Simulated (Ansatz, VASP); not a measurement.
## One calculation of Be2SbCl, two programs

```xyz
4
Lattice="4.0095 0.0000 0.0000 -2.0048 3.4723 0.0000 0.0000 0.0000 5.7152" Properties=species:S:1:pos:R:3 pbc="T T T"
Be    0.0000    2.3149    0.0000
Be    2.0048    1.1574    0.0000
Sb    0.0000    0.0000    0.0000
Cl    0.0000    0.0000    2.8576
```

Alike in both runs: task single point; functional PBE; k mesh 6 × 6 × 4; occupations gaussian, width 0.1 eV; no spin polarisation.

|  | VASP | Ansatz |
| --- | --- | --- |
| version | VASP 6.6.1 | Ansatz 0.2.0 |
| potentials or method | VASP PAW PBE potentials, release 64 (Be, Sb, Cl), cutoff 520 eV | scalar-relativistic, plane waves, PAW |
| valence electrons in the cell | 16 | 26 |

Ansatz gave:

* gap on the k mesh at the Fermi level (eV): none
* pressure (GPa): 8.1
* traceless stress, the component that is largest in VASP (GPa): -8.24

Q: Which values does VASP return?

A: gap on the k mesh at the Fermi level (eV): none; pressure (GPa): 8.4; traceless stress, the component that is largest in VASP (GPa): -8.62.

A gap of «none» marks a metal or a gap that the smearing closes. VASP's potentials hold 16 valence electrons a cell and Ansatz's 26, so a difference there can come from the potentials and not from the codes.

Spin-orbit coupling is off throughout.
